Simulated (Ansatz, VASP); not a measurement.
One calculation of SnO2, two programs

Contents of INCAR:

```
SYSTEM = SnO2
ALGO = Normal
EDIFF = 1E-7
ENCUT = 520
GGA = CA
ISIF = 2
ISMEAR = 0
LASPH = .TRUE.
LCHARG = .FALSE.
LREAL = .FALSE.
LWAVE = .FALSE.
NBANDS = 64
NELM = 80
PREC = Accurate
SIGMA = 0.05
```

File KPOINTS:

```
k-points
0
G
  6 6 6
  0 0 0
```

Contents of POSCAR:

```
SnO2
1.0
   -3.2078313831     -1.8520423126      4.0813809037
    3.2078313831     -1.8520423126      4.0813809037
    0.0000000000      3.7040846251      4.0813809037
Sn O
4 8
Direct
    0.5000000000      0.5000000000      0.5000000000
    1.0000000000      1.0000000000      0.5000000000
    1.0000000000      0.5000000000      0.0000000000
    0.5000000000      1.0000000000      0.0000000000
    0.2560773838      0.2560773838      0.2560773838
    0.7451905456      0.7451905456      0.2451905456
    0.7451905456      0.2451905456      0.7451905456
    0.2451905456      0.7451905456      0.7451905456
    0.7548094544      0.7548094544      0.7548094544
    0.2548094544      0.2548094544      0.7548094544
    0.2548094544      0.7548094544      0.2548094544
    0.7548094544      0.2548094544      0.2548094544
```

Input for Ansatz:

```yaml
crystal:
  lattice:
    - [-3.2078313831, -1.8520423126, 4.0813809037]
    - [3.2078313831, -1.8520423126, 4.0813809037]
    - [0.0, 3.7040846251, 4.0813809037]
  atoms:
    - { symbol: Sn, position: [0.5, 0.5, 0.5] }
    - { symbol: Sn, position: [1.0, 1.0, 0.5] }
    - { symbol: Sn, position: [1.0, 0.5, 0.0] }
    - { symbol: Sn, position: [0.5, 1.0, 0.0] }
    - { symbol: O, position: [0.2560773838, 0.2560773838, 0.2560773838] }
    - { symbol: O, position: [0.7451905456, 0.7451905456, 0.2451905456] }
    - { symbol: O, position: [0.7451905456, 0.2451905456, 0.7451905456] }
    - { symbol: O, position: [0.2451905456, 0.7451905456, 0.7451905456] }
    - { symbol: O, position: [0.7548094544, 0.7548094544, 0.7548094544] }
    - { symbol: O, position: [0.2548094544, 0.2548094544, 0.7548094544] }
    - { symbol: O, position: [0.2548094544, 0.7548094544, 0.2548094544] }
    - { symbol: O, position: [0.7548094544, 0.2548094544, 0.2548094544] }
basis:
  ecutwfc: 420
kpoints:
  mp_grid: { grid: [6, 6, 6] }
hamiltonian:
  xc: lda
scf:
  occupations: { method: gaussian, width: 0.05 }
output:
  forces: true
  stress: true
  eigenvalues: true
```

Alike in both runs: task single point; functional LDA; k mesh 6 × 6 × 6; occupations gaussian, width 0.05 eV; no spin polarisation.

```csv
,VASP,Ansatz
version,VASP 6.6.1,Ansatz 0.2.0
potentials or method,"VASP PAW LDA potentials, release 64 (Sn_d, O), cutoff 520 eV","scalar-relativistic, plane waves, PAW"
valence electrons in the cell,104,104
```

|  | VASP | Ansatz | Ansatz less VASP |
| --- | --- | --- | --- |
| gap on the k mesh at the Fermi level (eV) | 1.41 | 1.40 | -0.003 |
| least direct gap on the mesh (eV) | 1.41 | 1.40 | -0.003 |
| pressure (GPa) | -0.4 | -1.4 | -0.97 |
| traceless stress, the component that is largest in VASP (GPa) | -1.12 | -0.46 | +0.655 |
| rms of the force components (eV/Å) | 0.285 | 0.294 | +0.0095 |

LDA's correlation is that of Perdew and Zunger in VASP and of Perdew and Wang (1992) in Ansatz. Atom by atom the forces differ by 0.030 eV/Å (rms over components).
